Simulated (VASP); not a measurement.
# TmHOs (P4/nmm) in VASP: a series of runs

Runs on TmHOs. Level: PBE. Tasks: relaxation of cell and atoms, single point.

All numbers are computed with VASP 6.6.1; they aren't measurements. Logs are shortened: lines on timing, memory, paths and dates and some standing lists are left out, and cuts for length are marked.

### 1 The cell of the first run

It takes space group P4/nmm (No. 129, tetragonal). Conventional cell: a = 3.509 Å, b = 3.509 Å, c = 8.179 Å, α = 90.00°, β = 90.00°, γ = 90.00°. Tm (site symmetry 4mm) has 4 Os at 2.67 Å and 4 H at 2.71 Å and 4 Tm at 3.51 Å within 3.6 Å. Within 3.3 Å of H (site symmetry -4m2) lie 4 H at 2.48 Å and 4 Tm at 2.71 Å. Os (site symmetry -4m2) has 4 Os at 2.48 Å and 4 Tm at 2.67 Å within 3.3 Å.

The cell was generated, and may not be a known phase.

### 2 Relaxation of cell and atoms, PBE

Input file INCAR:

```
PREC     = Accurate       # precision mode
ENCUT    = 600            # plane-wave cutoff, eV
EDIFF    = 1E-7           # SCF threshold, eV
ISMEAR   = 0              # smearing method
SIGMA    = 0.2            # smearing width, eV
LREAL    = F              # projectors in reciprocal space
LASPH    = T              # aspherical terms in the spheres
NELM     = 200            # most SCF steps
ALGO     = Normal         # electronic algorithm
ISIF     = 3              # what is computed and relaxed
LWAVE    = F              # write WAVECAR
LCHARG   = F              # write CHGCAR
GGA      = PE             # functional
IBRION   = 2              # ionic algorithm
NSW      = 36             # ionic steps
EDIFFG   = -0.08          # ionic threshold
GGA_COMPAT= F            
NELMIN   = 4            
LMAXMIX  = 6              # l up to which the mixer works
```

Input file KPOINTS:

```
regular mesh
0
Gamma
  5 5 2
```

Input file POSCAR:

```
TmHOs
1.0
    3.5085642100      0.0000000000      0.0000000000
    0.0000000000      3.5085642100      0.0000000000
    0.0000000000      0.0000000000      8.1786060800
Tm H Os
2 2 2
Direct
    0.5000000000      0.0000000000      0.7530882700
    0.0000000000      0.5000000000      0.2469117300
    0.0000000000      0.0000000000      0.5000000000
    0.5000000000      0.5000000000      0.5000000000
    0.0000000000      0.0000000000      0.0000000000
    0.5000000000      0.5000000000      0.0000000000
```

Potentials or basis: VASP PAW PBE potentials, release 64 (Tm_3, H, Os), 4f in core.

The run is started by

```bash
$ cat potpaw_PBE.64/Tm_3/POTCAR potpaw_PBE.64/H/POTCAR potpaw_PBE.64/Os/POTCAR > POTCAR
$ mpirun -np 1 vasp_std > vasp.out
```

OUTCAR:

```text
PREC = Accurate
   ENCUT = 600
   EDIFF = 1E-7
   ISMEAR = 0
   LREAL = F
   LASPH = T
   NELM = 200
   ISIF = 3
   GGA = PE
   IBRION = 2
   NSW = 36
   EDIFFG = -0.08
   NELMIN = 4

 ion  position               nearest neighbor table
   1  0.500  0.000  0.753-   5 2.67   6 2.67   6 2.67   5 2.67
   2  0.000  0.500  0.247-   5 2.67   6 2.67   5 2.67   6 2.67
   3  0.000  0.000  0.500-
   4  0.500  0.500  0.500-
   5  0.000  0.000  0.000-   6 2.48   6 2.48   6 2.48   6 2.48   2 2.67   1 2.67   1 2.67   2 2.67

   6  0.500  0.500  0.000-   5 2.48   5 2.48   5 2.48   5 2.48   2 2.67   2 2.67   1 2.67   1 2.67

  LATTYP: Found a simple tetragonal cell.
 ALAT       =     3.5085642100
 C/A-ratio  =     2.3310407308

  Lattice vectors:

 A1 = (   3.5085642100,   0.0000000000,   0.0000000000)
 A2 = (   0.0000000000,   3.5085642100,   0.0000000000)
 A3 = (   0.0000000000,   0.0000000000,   8.1786060800)

Analysis of symmetry for initial positions (statically):
=====================================================================
 Subroutine PRICEL returns:
 Original cell was already a primitive cell.

 Routine SETGRP: Setting up the symmetry group for a
 simple tetragonal supercell.

 Subroutine GETGRP returns: Found 16 space group operations
 (whereof  8 operations were pure point group operations)
 out of a pool of 16 trial point group operations.

The static configuration has the point symmetry D_2d.
 The point group associated with its full space group is D_4h.

Analysis of symmetry for dynamics (positions and initial velocities):
=====================================================================
 Subroutine PRICEL returns:
 Original cell was already a primitive cell.

 Routine SETGRP: Setting up the symmetry group for a
 simple tetragonal supercell.

 Subroutine GETGRP returns: Found 16 space group operations
 (whereof  8 operations were pure point group operations)
 out of a pool of 16 trial point group operations.

The dynamic configuration has the point symmetry D_2d.
 The point group associated with its full space group is D_4h.

 Subroutine INISYM returns: Found 16 space group operations
 (whereof  8 operations are pure point group operations),
 and found     1 'primitive' translations

----------------------------------------------------------------------------------------

                                     Primitive cell

  volume of cell :     100.6788

  direct lattice vectors                    reciprocal lattice vectors
     3.508564210  0.000000000  0.000000000     0.285016873  0.000000000  0.000000000
     0.000000000  3.508564210  0.000000000     0.000000000  0.285016873  0.000000000
     0.000000000  0.000000000  8.178606080     0.000000000  0.000000000  0.122270224

  length of vectors
     3.508564210  3.508564210  8.178606080     0.285016873  0.285016873  0.122270224

  position of ions in fractional coordinates (direct lattice)
     0.500000000  0.000000000  0.753088270
     0.000000000  0.500000000  0.246911730
     0.000000000  0.000000000  0.500000000
     0.500000000  0.500000000  0.500000000
     0.000000000  0.000000000  0.000000000
     0.500000000  0.500000000  0.000000000

  ion indices of the primitive-cell ions
   primitive index   ion index
                 1           1
                 2           2
                 3           3
                 4           4
                 5           5
                 6           6

----------------------------------------------------------------------------------------

 KPOINTS: regular mesh

Automatic generation of k-mesh.
 Grid dimensions read from file:
 generate k-points for:    5    5    2

 Generating k-lattice:

  Cartesian coordinates                     Fractional coordinates (reciprocal lattice)
     0.057003375  0.000000000  0.000000000     0.200000000  0.000000000  0.000000000
     0.000000000  0.057003375  0.000000000     0.000000000  0.200000000  0.000000000
     0.000000000  0.000000000  0.061135112     0.000000000  0.000000000  0.500000000

  Length of vectors
     0.057003375  0.057003375  0.061135112

  Shift w.r.t. Gamma in fractional coordinates (k-lattice)
     0.000000000  0.000000000  0.000000000

 Subroutine IBZKPT returns following result:
 ===========================================

 Found     12 irreducible k-points:

 Following reciprocal coordinates:
            Coordinates               Weight
  0.000000  0.000000  0.000000      1.000000
  0.200000  0.000000  0.000000      4.000000
  0.400000  0.000000  0.000000      4.000000
  0.200000  0.200000  0.000000      4.000000
  0.400000  0.200000  0.000000      8.000000
  0.400000  0.400000  0.000000      4.000000
  0.000000  0.000000  0.500000      1.000000
  0.200000  0.000000  0.500000      4.000000
  0.400000  0.000000  0.500000      4.000000
  0.200000  0.200000  0.500000      4.000000
  0.400000  0.200000  0.500000      8.000000
  0.400000  0.400000  0.500000      4.000000
   k-points           NKPTS =     12   k-points in BZ     NKDIM =     12   number of bands    NBANDS=     22
   number of dos      NEDOS =    301   number of ions     NIONS =      6
   total plane-waves  NPLWV =  54880
   dimension x,y,z NGX =    28 NGY =   28 NGZ =   70
   dimension x,y,z NGXF=    56 NGYF=   56 NGZF=  140
   ions per type =               2   2   2
   NGX,Y,Z   is equivalent  to a cutoff of  13.27, 13.27, 14.23 a.u.
   NGXF,Y,Z  is equivalent  to a cutoff of  26.53, 26.53, 28.46 a.u.
 SYSTEM =  unknown system
   PREC   = accura    normal or accurate (medium, high low for compatibility)
   ISTART =      0    job   : 0-new  1-cont  2-samecut
   ICHARG =      2    charge: 1-file 2-atom 10-const
   ISPIN  =      1    spin polarized calculation?
   LNONCOLLINEAR =      F non collinear calculations
   LSORBIT =      F    spin-orbit coupling
   LASPH  =      T    aspherical Exc in radial PAW
   ENCUT  =  600.0 eV  44.10 Ry    6.64 a.u.   7.01  7.01 16.33*2*pi/ulx,y,z
   NELM   =    200;   NELMIN=  4; NELMDL= -5     # of ELM steps
   EDIFF  = 0.1E-06   stopping-criterion for ELM
   LREAL  =      F    real-space projection
   EDIFFG = -.8E-01   stopping-criterion for IOM
   NSW    =     36    number of steps for IOM
   IBRION =      2    ionic relax: 0-MD 1-quasi-New 2-CG
   NFREE  =      1    steps in history (QN), initial steepest desc. (CG)
   ISIF   =      3    stress and relaxation
   ISYM   =      2    0-nonsym 1-usesym 2-fastsym
   POTIM  = 0.5000    time-step for ionic-motion
   TEBEG  =    0.0;   TEEND  =   0.0 temperature during run
   PSTRESS=    0.0 pullay stress
   NELECT =      36.0000    total number of electrons
   NUPDOWN=      -1.0000    fix difference up-down
   EMIN   =  10.00;   EMAX   =-10.00  energy-range for DOS
   EFERMI =   0.00;   METHOD = LEGACY
   ISMEAR =     0;   SIGMA  =   0.20  broadening in eV -4-tet -1-fermi 0-gaus
   EFERMI_NEDOS =   21; number of points for ismear=-14 and -15
   IALGO  =     38    algorithm
   IMIX   =      4    mixing-type and parameters
     AMIX     =   0.40;   BMIX     =  1.00
     AMIX_MAG =   1.60;   BMIX_MAG =  1.00
  volume/ion in A,a.u.               =      16.78       113.24
  Fermi-wavevector in a.u.,A,eV,Ry     =   1.161974  2.195812 18.370352  1.350183
  Thomas-Fermi vector in A             =   2.298540
   LORBIT       =      0    0 simple, 1 ext, 2 COOP (PROOUT), +10 PAW based schemes
   GGA     = PE    functional components
   LHFCALC =     F    Hartree Fock is set to
   AEXX    =    0.0000 exact exchange contribution
   IVDW    =     0    specifies the selected vdW correction
   LEPSILON=     F    determine dielectric tensor
   LRPA    =     F    only Hartree local field effects (RPA)
 conjugate gradient relaxation of ions
 non-spin polarized calculation
 Gauss-broadening in eV      SIGMA  =   0.20
  energy-cutoff  :      600.00
  volume of cell :      100.68
 maximum number of plane-waves:      3389
   NGX = 15   NGY = 15   NGZ = 33

--------------------------------------- Ionic step        1  -------------------------------------------

 number of electron      35.9999999 magnetization

 Free energy of the ion-electron system (eV)
  ---------------------------------------------------
  ext. energy  EPLUGINS =         0.00000000
  ---------------------------------------------------
  free energy    TOTEN  =       -35.43297347 eV

  energy without entropy =      -35.33195620  energy(sigma->0) =      -35.38246483

------------------------ aborting loop because EDIFF is reached ----------------------------------------

  FORCE on cell =-STRESS in cart. coord.  units (eV):
  Direction    XX          YY          ZZ          XY          YZ          ZX
  --------------------------------------------------------------------------------------
  -------------------------------------------------------------------------------------
  Total       17.3534793     17.3534793      6.3343372      0.0000000      0.0000000      0.0000000
  in kB      276.1588696    276.1588696    100.8030355      0.0000000      0.0000000      0.0000000
  external PRESSURE =     217.7069249 kB  Pullay stress =       0.0000000 kB
[... 101 lines left out ...]
  FREE ENERGIE OF THE ION-ELECTRON SYSTEM (eV)
  ---------------------------------------------------
  free  energy   TOTEN  =       -37.3021543404 eV

  energy  without entropy=      -37.1912766318  energy(sigma->0) =      -37.24671549

 E-fermi :   2.9150     XC(G=0):  -9.9648

 val. band max:        2.9124951070   @ k =   0.4000   0.4000   0.0000
 cond. band min:       2.9655091197   @ k =   0.4000   0.2000   0.0000
 fundamental gap:      0.0530140127
 Fermi energy:         2.9149638323

 k-point     1 :       0.0000    0.0000    0.0000
  band No.  band energies     occupation
      1     -22.6665      2.00000
      2     -22.6665      2.00000
      3     -22.6639      2.00000
      4     -22.6639      2.00000
      5     -22.6071      2.00000
      6     -22.5701      2.00000
[... 289 lines left out ...]
     21       4.1755      0.00000
     22       4.5758      0.00000

 E-fermi :   3.4019     XC(G=0): -10.2799

 val. band max:        3.3064043641   @ k =   0.4000   0.0000   0.5000
 cond. band min:       3.4527153626   @ k =   0.4000   0.2000   0.0000
 fundamental gap:      0.1463109985
 Fermi energy:         3.4018531295

 k-point     1 :       0.0000    0.0000    0.0000
  band No.  band energies     occupation
      1     -22.0480      2.00000
      2     -22.0480      2.00000
      3     -22.0466      2.00000
      4     -22.0466      2.00000
      5     -22.0346      2.00000
      6     -21.9708      2.00000
[... 289 lines left out ...]
     21       4.4033      0.00000
     22       5.1784      0.00000

[... ionic steps 4 to 11 ...]

--------------------------------------- Ionic step       12  -------------------------------------------

 number of electron      36.0000002 magnetization

------------------------ aborting loop because EDIFF is reached ----------------------------------------
[... 75 lines left out ...]
--------------------------------------- Ionic step       14  -------------------------------------------

 number of electron      36.0000005 magnetization

 Free energy of the ion-electron system (eV)
  ---------------------------------------------------
  ext. energy  EPLUGINS =         0.00000000
  ---------------------------------------------------
  free energy    TOTEN  =       -38.95281350 eV

  energy without entropy =      -38.81614568  energy(sigma->0) =      -38.88447959

 E-fermi :   4.4056     XC(G=0): -10.9593

 val. band max:        4.3989647430   @ k =   0.0000   0.0000   0.5000
 cond. band min:       4.4825879403   @ k =   0.2000   0.0000   0.5000
 fundamental gap:      0.0836231973
 Fermi energy:         4.4055922033

 k-point     1 :       0.0000    0.0000    0.0000
  band No.  band energies     occupation
      1     -21.0619      2.00000
      2     -20.9387      2.00000
      3     -20.9387      2.00000
      4     -20.8826      2.00000
      5     -20.8826      2.00000
      6     -20.8453      2.00000
[... 322 lines left out ...]
  FREE ENERGIE OF THE ION-ELECTRON SYSTEM (eV)
  ---------------------------------------------------
  free  energy   TOTEN  =       -38.9528135013 eV

  energy  without entropy=      -38.8161456833  energy(sigma->0) =      -38.88447959

 reached required accuracy - stopping structural energy minimisation
```

Wall time 4 min (1 thread of Intel Xeon 6975P-C (Granite Rapids), shared host); peak memory 0.25 GiB.

What came out:

```yaml
Free_energy: -38.9528 eV
Relaxed_volume: 16.15 Å³/atom
Relaxed_cell: a = 3.635 Å, b = 3.635 Å, c = 7.333 Å, α = 90.00°, β = 90.00°, γ = 90.00°
Space_group_after_relaxing_to_0.1_Å: P4/nmm (No. 129)
Energy_gained_by_relaxing: 586.6 meV/atom
Ionic_steps: 14
Pressure_after_relaxing: 0.3 GPa
Largest_force_after_relaxing: 0.011 eV/Å
Band_gap_on_the_k_mesh: zero (bands 18 and 19 overlap by 0.64 eV)
```

Forces in eV/Å, atoms in the order of the input:
```
Tm   0.000  0.000 -0.011
Tm   0.000  0.000  0.011
H    0.000  0.000  0.000
H    0.000  0.000  0.000
Os   0.000  0.000  0.000
Os   0.000  0.000  0.000
```

Stress tensor (GPa, compression positive):
```
0.43 0.00 0.00
0.00 0.43 0.00
0.00 0.00 0.13
```

The path:
| step | energy change (eV) | largest force (eV/Å) | pressure (GPa) | volume (Å³) |
| --- | --- | --- | --- | --- |
| 1 | 0.0000 | 6.0577 | 21.77 | 100.68 |
| 2 | -0.3239 | 0.6191 | -19.49 | 137.39 |
| 3 | -1.8692 | 1.7504 | -7.46 | 117.43 |
| 4 | -1.8723 | 1.8694 | -6.74 | 116.75 |
| 5 | -2.7839 | 1.7327 | -4.85 | 109.53 |
| 6 | -3.3441 | 1.2169 | 0.29 | 99.68 |
| 7 | -3.3479 | 1.0937 | 1.63 | 97.79 |
| 8 | -3.4594 | 0.3551 | -2.25 | 98.13 |
| 9 | -3.4640 | 0.1427 | -1.64 | 98.07 |
| 10 | -3.4965 | 0.0152 | 2.16 | 95.41 |
| 11 | -3.4975 | 0.0126 | 1.59 | 95.78 |
| 12 | -3.5185 | 0.0826 | 0.09 | 96.93 |
| 13 | -3.5196 | 0.0826 | -0.34 | 97.25 |
| 14 | -3.5198 | 0.0107 | 0.33 | 96.90 |

Final structure:
```
Tm H Os
1.0
     3.63500    0.00000    0.00000
     0.00000    3.63500    0.00000
     0.00000    0.00000    7.33321
Tm H Os
2 2 2
Direct
  0.50000 0.00000 0.68255
  0.00000 0.50000 0.31745
  0.00000 0.00000 0.50000
  0.50000 0.50000 0.50000
  0.00000 0.00000 0.00000
  0.50000 0.50000 0.00000
```

Caveat: the k points lie up to 0.43 Å⁻¹ apart in the final cell, too coarse for converged energies and pressures of a metal; spin-orbit coupling is left out, which moves the levels of the heavy elements; the 4f electrons are frozen in the core, so they carry no moment and show no levels.

### 3 Single point, PBE

This run uses another cell than the first one, of 16.00 Å³/atom.

Input file INCAR:

```
ALGO = Normal
EDIFF = 1E-6
ENCUT = 600
GGA = PE
GGA_COMPAT = F
ISIF = 2
ISMEAR = 0
LASPH = T
LCHARG = F
LMAXMIX = 6
LREAL = F
LWAVE = F
NBANDS = 27
NELM = 200
PREC = Accurate
SIGMA = 0.1
```

Input file KPOINTS:

```
k-points
0
Gamma
  6 6 4
```

Input file POSCAR:

```
TmHOs
1.0
    3.6237012170      0.0000000000      0.0000000000
    0.0000000000      3.6237012170      0.0000000000
    0.0000000000      0.0000000000      7.3122919013
Tm H Os
2 2 2
Direct
    0.0000000000      0.5000000000      0.8172260570
    0.5000000000      0.0000000000      0.1827739430
    0.0000000000      0.0000000000      0.0000000000
    0.5000000000      0.5000000000      0.0000000000
    0.0000000000      0.0000000000      0.5000000000
    0.5000000000      0.5000000000      0.5000000000
```

Potentials or basis: VASP PAW PBE potentials, release 64 (Tm_3, H, Os), 4f in core.

The run is started by

```bash
$ cat potpaw_PBE.64/Tm_3/POTCAR potpaw_PBE.64/H/POTCAR potpaw_PBE.64/Os/POTCAR > POTCAR
$ mpirun -np 1 vasp_std > vasp.out
```

OUTCAR:

```text
EDIFF = 1E-6
   ENCUT = 600
   GGA = PE
   ISIF = 2
   ISMEAR = 0
   LASPH = T
   LREAL = F
   NELM = 200
   PREC = Accurate

 ion  position               nearest neighbor table
   1  0.000  0.500  0.817-   3 2.25   4 2.25   3 2.25   4 2.25   5 2.94   5 2.94   6 2.94   6 2.94
                             2 3.70   2 3.70   2 3.70   2 3.70
   2  0.500  0.000  0.183-   3 2.25   4 2.25   4 2.25   3 2.25   5 2.94   6 2.94   6 2.94   5 2.94
                             1 3.70   1 3.70   1 3.70   1 3.70
   3  0.000  0.000  0.000-   1 2.25   2 2.25   1 2.25   2 2.25
   4  0.500  0.500  0.000-   1 2.25   2 2.25   2 2.25   1 2.25
[... 933 lines left out ...]
  -------------------------------------------------------------------------------------
  Total        0.1586059      0.1586059      1.4790151      0.0000000      0.0000000      0.0000000
  in kB        2.6464983      2.6464983     24.6788501      0.0000000      0.0000000      0.0000000
  external PRESSURE =       9.9906156 kB  Pullay stress =       0.0000000 kB

 VOLUME and BASIS-vectors are now :
 -----------------------------------------------------------------------------
  energy-cutoff  :      600.00
  volume of cell :       96.02
      direct lattice vectors                 reciprocal lattice vectors
     3.623701217  0.000000000  0.000000000     0.275960942  0.000000000  0.000000000
     0.000000000  3.623701217  0.000000000     0.000000000  0.275960942  0.000000000
     0.000000000  0.000000000  7.312291901     0.000000000  0.000000000  0.136756029

 POSITION                                       TOTAL-FORCE (eV/Angst)
 -----------------------------------------------------------------------------------
      0.00000      1.81185      5.97580         0.000000      0.000000      0.331912
      1.81185      0.00000      1.33650         0.000000      0.000000     -0.331912
      0.00000      0.00000      0.00000         0.000000      0.000000     -0.000000
      1.81185      1.81185      0.00000         0.000000      0.000000     -0.000000
      0.00000      0.00000      3.65615         0.000000     -0.000000     -0.000000
      1.81185      1.81185      3.65615         0.000000      0.000000     -0.000000
 -----------------------------------------------------------------------------------
    total drift:                                0.000000     -0.000000     -0.000000

  FREE ENERGIE OF THE ION-ELECTRON SYSTEM (eV)
  ---------------------------------------------------
  free  energy   TOTEN  =       -39.0016824359 eV

  energy  without entropy=      -38.9655567685  energy(sigma->0) =      -38.98361960
```

stdout:

```text
POSCAR found type information on POSCAR TmH Os
 POSCAR found :  3 types and       6 ions
 scaLAPACK will be used
 LDA part: xc-table for (Slater+PW92), standard interpolation
 POSCAR, INCAR and KPOINTS ok, starting setup
 FFT: planning ... GRIDC
 FFT: planning ... GRID_SOFT
 FFT: planning ... GRID
 WAVECAR not read
 entering main loop
```

Wall time 66 s (1 thread of Intel Xeon 6975P-C (Granite Rapids), shared host); peak memory 0.27 GiB.

What came out:

```
Free energy            : -39.0017 eV
Pressure               : 1.0 GPa
Largest force          : 0.332 eV/Å
Band gap on the k mesh : zero (bands 18 and 19 overlap by 1.16 eV)
```

Forces in eV/Å, atoms in the order of the input:
```
Tm   0.000  0.000  0.332
Tm   0.000  0.000 -0.332
H    0.000  0.000  0.000
H    0.000  0.000  0.000
Os   0.000  0.000  0.000
Os   0.000  0.000  0.000
```

Caveat: spin-orbit coupling is left out, which moves the levels of the heavy elements; the 4f electrons are frozen in the core, so they carry no moment and show no levels. Spin polarisation is off, so any magnetic state and its effect on volume and gap are missing.

[end of part 1 of 2]

The gap in the log of VASP goes by the Fermi energy; the results here count the filled bands.